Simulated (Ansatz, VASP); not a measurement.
# Two plane-wave programs on InSb

Contents of INCAR:

```
SYSTEM = InSb
ALGO     = Normal         ! electronic algorithm
EDIFF    = 1E-6           ! SCF threshold, eV
ENCUT    = 500            ! plane-wave cutoff, eV
GGA      = CA             ! functional
GGA_COMPAT= .FALSE.      
ISIF     = 2              ! what is computed and relaxed
ISMEAR   = 0              ! smearing method
LASPH    = .TRUE.         ! aspherical terms in the spheres
LCHARG   = .TRUE.         ! write CHGCAR
LELF     = .TRUE.         ! ELF
LREAL    = .FALSE.        ! projectors in reciprocal space
LVHAR    = .TRUE.       
LWAVE    = .FALSE.        ! write WAVECAR
NBANDS   = 16             ! bands
NELM     = 120            ! most SCF steps
PREC     = Accurate       ! precision mode
SIGMA    = 0.15           ! smearing width, eV
```

File KPOINTS:

```
k-points
0
G
  22 22 22
  0 0 0
```

File POSCAR:

```
InSb
1.0
   -2.9850839174      2.9850839174      1.5924440728
    2.9850839174     -2.9850839174      1.5924440728
    2.9850839174      2.9850839174     -1.5924440728
In Sb
1 1
Direct
    0.2500000000      0.7500000000      0.5000000000
    0.0000000000      0.0000000000      0.0000000000
```

Input for Ansatz:

```yaml
crystal:
  lattice:
    - [-2.9850839174, 2.9850839174, 1.5924440728]
    - [2.9850839174, -2.9850839174, 1.5924440728]
    - [2.9850839174, 2.9850839174, -1.5924440728]
  atoms:
    - { symbol: In, position: [0.25, 0.75, 0.5] }
    - { symbol: Sb, position: [0.0, 0.0, 0.0] }
basis:
  ecutwfc: 420
kpoints:
  mp_grid: { grid: [22, 22, 22] }
hamiltonian:
  xc: lda
scf:
  occupations: { method: gaussian, width: 0.15 }
output:
  forces: true
  stress: true
  eigenvalues: true
```

Alike in both runs: task single point; functional LDA; k mesh 22 × 22 × 22; occupations gaussian, width 0.15 eV; no spin polarisation.

|  | VASP | Ansatz |
| --- | --- | --- |
| version | VASP 6.6.1 | Ansatz 0.2.0 |
| potentials or method | VASP PAW LDA potentials, release 64 (In_d, Sb), cutoff 500 eV | scalar-relativistic, plane waves, PAW |
| valence electrons in the cell | 18 | 28 |

```csv
,VASP,Ansatz,Ansatz less VASP
gap on the k mesh at the Fermi level (eV),none,none,-
pressure (GPa),-4.2,-4.2,-0.03
"traceless stress, the component that is largest in VASP (GPa)",0.69,0.67,-0.018
```

LDA's correlation is that of Perdew and Zunger in VASP and of Perdew and Wang (1992) in Ansatz. A gap of «none» marks a metal or a gap that the smearing closes. VASP's potentials hold 18 valence electrons a cell and Ansatz's 28, so a difference there can come from the potentials and not from the codes.

Spin-orbit coupling is off throughout.
